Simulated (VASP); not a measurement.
# NbCl (Pmma) in VASP: a series of runs, part 3 of 3

VASP 6.6.1.

## 4. Single point, PBE

INCAR reads:

```
SYSTEM = NbCl
PREC     = Accurate       ! precision mode
ENCUT    = 520            ! plane-wave cutoff, eV
EDIFF    = 1E-6           ! SCF threshold, eV
ISMEAR   = 0              ! smearing method
SIGMA    = 0.1            ! smearing width, eV
LREAL    = .False.        ! projectors in reciprocal space
LASPH    = .True.         ! aspherical terms in the spheres
NELM     = 100            ! most SCF steps
ALGO     = Normal         ! electronic algorithm
ISIF     = 2              ! what is computed and relaxed
LWAVE    = .False.        ! write WAVECAR
LCHARG   = .False.        ! write CHGCAR
GGA      = PE             ! functional
NBANDS   = 28             ! bands
```

KPOINTS reads:

```
Automatic mesh
0
Gamma
  4 6 4
  0 0 0
```

POSCAR reads:

```
NbCl
1.0
    3.1774616080      0.0000000000      0.0000000000
    0.0000000000      3.0075339388      0.0000000000
    0.0000000000      0.0000000000      9.3903884777
Nb Cl
2 2
Direct
    0.7500000000      0.0000000000      0.6177838554
    0.2500000000      0.0000000000      0.3822161446
    0.7500000000      0.5000000000      0.2178872508
    0.2500000000      0.5000000000      0.7821127492
```

Potentials or basis: VASP PAW PBE potentials, release 64 (Nb_sv, Cl).

The run is started by

```
cat potpaw_PBE.64/Nb_sv/POTCAR potpaw_PBE.64/Cl/POTCAR > POTCAR
mpirun -np 1 vasp_std > vasp.out
```

OUTCAR:

```text
SYSTEM = NbCl
   PREC = Accurate
   ENCUT = 520
   EDIFF = 1E-6
   ISMEAR = 0
   LREAL = .False.
   LASPH = .True.
   NELM = 100
   ISIF = 2
   GGA = PE

 ion  position               nearest neighbor table
   1  0.750  0.000  0.618-   4 2.68   4 2.68   4 2.68   4 2.68   2 2.72   2 2.72
   2  0.250  0.000  0.382-   3 2.68   3 2.68   3 2.68   3 2.68   1 2.72   1 2.72
   3  0.750  0.500  0.218-   2 2.68   2 2.68   2 2.68   2 2.68
   4  0.250  0.500  0.782-   1 2.68   1 2.68   1 2.68   1 2.68

  LATTYP: Found a simple orthorhombic cell.
 ALAT       =     3.0075339388
 B/A-ratio  =     1.0565006655
 C/A-ratio  =     3.1222884492

  Lattice vectors:

 A1 = (   0.0000000000,  -3.0075339388,   0.0000000000)
 A2 = (   3.1774616080,   0.0000000000,   0.0000000000)
 A3 = (   0.0000000000,   0.0000000000,   9.3903884777)

Analysis of symmetry for initial positions (statically):
=====================================================================
 Subroutine PRICEL returns:
 Original cell was already a primitive cell.

 Routine SETGRP: Setting up the symmetry group for a
 simple orthorhombic supercell.

 Subroutine GETGRP returns: Found  8 space group operations
 (whereof  4 operations were pure point group operations)
 out of a pool of  8 trial point group operations.

The static configuration has the point symmetry C_2h.
 The point group associated with its full space group is D_2h.

Analysis of symmetry for dynamics (positions and initial velocities):
=====================================================================
 Subroutine PRICEL returns:
 Original cell was already a primitive cell.

 Routine SETGRP: Setting up the symmetry group for a
 simple orthorhombic supercell.

 Subroutine GETGRP returns: Found  8 space group operations
 (whereof  4 operations were pure point group operations)
 out of a pool of  8 trial point group operations.

[... 116 lines left out ...]
   NELECT =      40.0000    total number of electrons
   NUPDOWN=      -1.0000    fix difference up-down
   EMIN   =  10.00;   EMAX   =-10.00  energy-range for DOS
   EFERMI =   0.00;   METHOD = LEGACY
   ISMEAR =     0;   SIGMA  =   0.10  broadening in eV -4-tet -1-fermi 0-gaus
   EFERMI_NEDOS =   21; number of points for ismear=-14 and -15
   IALGO  =     38    algorithm
   IMIX   =      4    mixing-type and parameters
     AMIX     =   0.40;   BMIX     =  1.00
     AMIX_MAG =   1.60;   BMIX_MAG =  1.00
  volume/ion in A,a.u.               =      22.43       151.39
  Fermi-wavevector in a.u.,A,eV,Ry     =   1.250557  2.363209 21.278040  1.563892
  Thomas-Fermi vector in A             =   2.384545
   LORBIT       =      0    0 simple, 1 ext, 2 COOP (PROOUT), +10 PAW based schemes
   GGA     = PE    functional components
   LHFCALC =     F    Hartree Fock is set to
   AEXX    =    0.0000 exact exchange contribution
   IVDW    =     0    specifies the selected vdW correction
   LEPSILON=     F    determine dielectric tensor
   LRPA    =     F    only Hartree local field effects (RPA)
 non-spin polarized calculation
 Gauss-broadening in eV      SIGMA  =   0.10
  energy-cutoff  :      520.00
  volume of cell :       89.74
 maximum number of plane-waves:      2444
 NGX is ok and might be reduce to    24
   NGX = 11   NGY = 11   NGZ = 35

 number of electron      40.0000001 magnetization

 Free energy of the ion-electron system (eV)
  ---------------------------------------------------
  ext. energy  EPLUGINS =         0.00000000
  ---------------------------------------------------
  free energy    TOTEN  =       -25.69758424 eV

  energy without entropy =      -25.68662411  energy(sigma->0) =      -25.69210418

 E-fermi :   6.7663     XC(G=0):  -9.7537

 val. band max:        6.7212338093   @ k =   0.0000   0.1667   0.5000
 cond. band min:       6.7937796320   @ k =   0.2500   0.5000   0.5000
 fundamental gap:      0.0725458226
 Fermi energy:         6.7662777016

 k-point     1 :       0.0000    0.0000    0.0000
  band No.  band energies     occupation
      1     -48.5703      2.00000
      2     -48.3990      2.00000
      3     -24.9845      2.00000
      4     -24.6024      2.00000
      5     -24.2841      2.00000
      6     -24.2623      2.00000
[... 733 lines left out ...]
     27      11.7468      0.00000
     28      11.7468      0.00000

 [... further k-points ...]
[... 5 lines left out ...]
  --------------------------------------------------------------------------------------
  -------------------------------------------------------------------------------------
  Total       -0.0913159     -0.0840385     -0.0592632      0.0000000      0.0000000      0.0000000
  in kB       -1.6303561     -1.5004251     -1.0580875      0.0000000      0.0000000      0.0000000
  external PRESSURE =      -1.3962896 kB  Pullay stress =       0.0000000 kB

 VOLUME and BASIS-vectors are now :
 -----------------------------------------------------------------------------
  energy-cutoff  :      520.00
  volume of cell :       89.74
      direct lattice vectors                 reciprocal lattice vectors
     3.177461608  0.000000000  0.000000000     0.314716627  0.000000000  0.000000000
     0.000000000  3.007533939  0.000000000     0.000000000  0.332498326  0.000000000
     0.000000000  0.000000000  9.390388478     0.000000000  0.000000000  0.106491867

 POSITION                                       TOTAL-FORCE (eV/Angst)
 -----------------------------------------------------------------------------------
      2.38310      0.00000      5.80123        -0.000000      0.000000     -0.008170
      0.79437      0.00000      3.58916         0.000000      0.000000      0.008170
      2.38310      1.50377      2.04605        -0.000000      0.000000      0.002499
      0.79437      1.50377      7.34434        -0.000000     -0.000000     -0.002499
 -----------------------------------------------------------------------------------
    total drift:                                0.000000      0.000000     -0.000000

  FREE ENERGIE OF THE ION-ELECTRON SYSTEM (eV)
  ---------------------------------------------------
  free  energy   TOTEN  =       -25.6975842442 eV

  energy  without entropy=      -25.6866241136  energy(sigma->0) =      -25.69210418
```

stdout:

```text
POSCAR found type information on POSCAR NbCl
 POSCAR found :  2 types and       4 ions
 scaLAPACK will be used
 LDA part: xc-table for (Slater+PW92), standard interpolation
 POSCAR, INCAR and KPOINTS ok, starting setup
 FFT: planning ... GRIDC
 FFT: planning ... GRID_SOFT
 FFT: planning ... GRID
 WAVECAR not read
 entering main loop
```

Run time: 52 s. Hardware: 1 thread of AMD EPYC 9R45 (Zen 5), shared host; peak memory 0.2 GiB.

What came out:

* Free energy: -25.6976 eV
* Pressure: -0.1 GPa
* Largest force: 0.008 eV/Å
* Band gap on the k mesh: zero (band 20 reaches 6.86 eV, above the bottom of band 21 at 6.72 eV)

Forces in eV/Å, atoms in the order of the input:
```
Nb   0.000  0.000 -0.008
Nb   0.000  0.000  0.008
Cl   0.000  0.000  0.002
Cl   0.000  0.000 -0.002
```

Caveat: the k points lie up to 0.49 Å⁻¹ apart; this functional lacks dispersion, which binds the layers, so the pressure and a relaxed spacing across them are unreliable.

## 5. Summary

```csv
cell,k mesh,gap on the mesh (eV),pressure (GPa),largest force (eV/Å)
"a = 3.167, b = 3.017, c = 9.395 Å, 4 atoms",6 × 6 × 2,none,-0.3,0.01
"a = 4.987, b = 3.300, c = 5.092 Å, 4 atoms",4 × 6 × 4,none,-12.7,0.90
"a = 3.177, b = 3.008, c = 9.390 Å, 4 atoms",4 × 6 × 4,none,-0.1,0.01
```

Alike in all rows: task single point; level PBE; potentials or basis VASP PAW PBE potentials, release 64 (Nb_sv, Cl); no spin polarisation; cutoff (eV) 520; smearing gaussian 0.1 eV.

Caveats: some runs use coarse meshes; this functional lacks dispersion, which binds the layers, so the pressure and a relaxed spacing across them are unreliable (some runs).

Total energies depend on the potentials used, so only differences within one code and one set of settings carry meaning.
